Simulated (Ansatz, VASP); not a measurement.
## One calculation of Ni, two programs

Contents of INCAR:

```
ALGO     = Normal         # electronic algorithm
EDIFF    = 1E-6           # SCF threshold, eV
ENCUT    = 690            # plane-wave cutoff, eV
GGA      = PE             # functional
GGA_COMPAT= False        
ISIF     = 2              # what is computed and relaxed
ISMEAR   = -1             # smearing method
ISPIN    = 2              # spin polarisation
LASPH    = True           # aspherical terms in the spheres
LCHARG   = False          # write CHGCAR
LMAXMIX  = 4              # l up to which the mixer works
LORBIT   = 11             # projections on sites
LREAL    = False          # projectors in reciprocal space
LWAVE    = False          # write WAVECAR
MAGMOM   = 1 -0.5         # initial moments
NBANDS   = 29             # bands
NELM     = 200            # most SCF steps
PREC     = Accurate       # precision mode
SIGMA    = 0.05           # smearing width, eV
```

The input KPOINTS:

```
k-points
0
Gamma
  12 12 7
```

File POSCAR:

```
Ni
1.0
    2.4480228978      0.0000000000      0.0000000000
   -1.2240114489      2.1200500186      0.0000000000
    0.0000000000      0.0000000000      4.0728075700
Ni
2
Direct
    0.6666666667      0.3333333333      0.7500000000
    0.3333333333      0.6666666667      0.2500000000
```

Contents of input.yaml:

```yaml
crystal:
  lattice:
    - [2.4480228978, 0.0, 0.0]
    - [-1.2240114489, 2.1200500186, 0.0]
    - [0.0, 0.0, 4.07280757]
  atoms:
    - { symbol: Ni, position: [0.6666666667, 0.3333333333, 0.75], spin: 1.0 }
    - { symbol: Ni, position: [0.3333333333, 0.6666666667, 0.25], spin: -0.5 }
hamiltonian:
  xc: pbe
  pseudopotentials: { kind: paw }
magnetization:
  spin_polarized: true
kpoints:
  mp_grid: { grid: [12, 12, 7] }
scf:
  occupations: { method: fermi_dirac, width: 0.05 }
output:
  forces: true
  stress: true
  eigenvalues: true
```

Alike in both runs: task single point; functional PBE; k mesh 12 × 12 × 7; occupations fermi-dirac, width 0.05 eV; collinear spin.

|  | VASP | Ansatz |
| --- | --- | --- |
| version | VASP 6.6.1 | Ansatz 0.2.0 |
| potentials or method | VASP PAW PBE potentials, release 64 (Ni_sv_GW) | Ansatz PAW |
| plane-wave cutoff (eV) | 690 | 420 |
| valence electrons in the cell | 36 | 36 |

|  | VASP | Ansatz | Ansatz less VASP |
| --- | --- | --- | --- |
| gap on the k mesh at the Fermi level (eV) | none | none | - |
| pressure (GPa) | 6.3 | 7.3 | +0.98 |
| traceless stress, the component that is largest in VASP (GPa) | -2.57 | -2.64 | -0.077 |
| net moment per atom (μB) | 0.65 | 0.65 | +0.002 |
| size of the moment on the site where the two differ most (μB) | 0.69 | 0.69 | +0.001 |

Site moments also hang on the region over which each program counts them. A gap of «none» marks a metal or a gap that the smearing closes.
